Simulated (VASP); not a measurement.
Here is a VASP 6.6.1 calculation.

The input INCAR:

```
SYSTEM = Li
PREC = Accurate ; ENCUT = 520
EDIFF = 1E-6 ; ISMEAR = 0
SIGMA = 0.1 ; LREAL = Auto
LASPH = .True. ; NELM = 100
ALGO = Normal ; ISIF = 2
LWAVE = .False. ; LCHARG = .True.
GGA = PE ; IVDW = 12
LELF = .True. ; LVHAR = .True.
ISYM = 0 ; NBANDS = 42
```

File KPOINTS:

```
Automatic mesh
0
Gamma
  2 2 2
  0.5 0.5 0.5
```

Contents of POSCAR:

```
Li
1.0
    0.0000000000      5.3884137890      5.0930000000
   -4.6665032274     -2.6942068945      5.0930000000
    4.6665032274     -2.6942068945      5.0930000000
Li
18
Direct
    0.3055555556      0.6388888889      0.3055555556
    0.6388888889      0.6388888889      0.9722222222
    0.3055555556      0.3055555556      0.6388888889
    0.3055555556      0.9722222222      0.9722222222
    0.6388888889      0.3055555556      0.3055555556
    0.9722222222      0.6388888889      0.6388888889
    0.9722222222      0.3055555556      0.9722222222
    0.6388888889      0.9722222222      0.6388888889
    0.9722222222      0.9722222222      0.3055555556
    0.3611111111      0.6944444444      0.6944444444
    0.6944444444      0.6944444444      0.3611111111
    0.3611111111      0.3611111111      0.0277777778
    0.3611111111      0.0277777778      0.3611111111
    0.6944444444      0.3611111111      0.6944444444
    0.0277777778      0.6944444444      0.0277777778
    0.0277777778      0.3611111111      0.3611111111
    0.6944444444      0.0277777778      0.0277777778
    0.0277777778      0.0277777778      0.6944444444
```

Potentials or basis: VASP PAW PBE potentials, release 64 (Li_sv).

Run with:

```sh
$ cat potpaw_PBE.64/Li_sv/POTCAR > POTCAR
$ mpirun -np 1 vasp_std > vasp.out
```

(1) Predict the dispersion energy per atom.

(2) Predict the band gap on the k mesh.

(3) Estimate the largest force.

Results:

(1) -0.161 eV.

(2) zero (band 27 reaches 0.72 eV, above the bottom of band 28 at 0.21 eV).

(3) 0.006 eV/Å.

Caveat: the k points lie up to 0.44 Å⁻¹ apart.
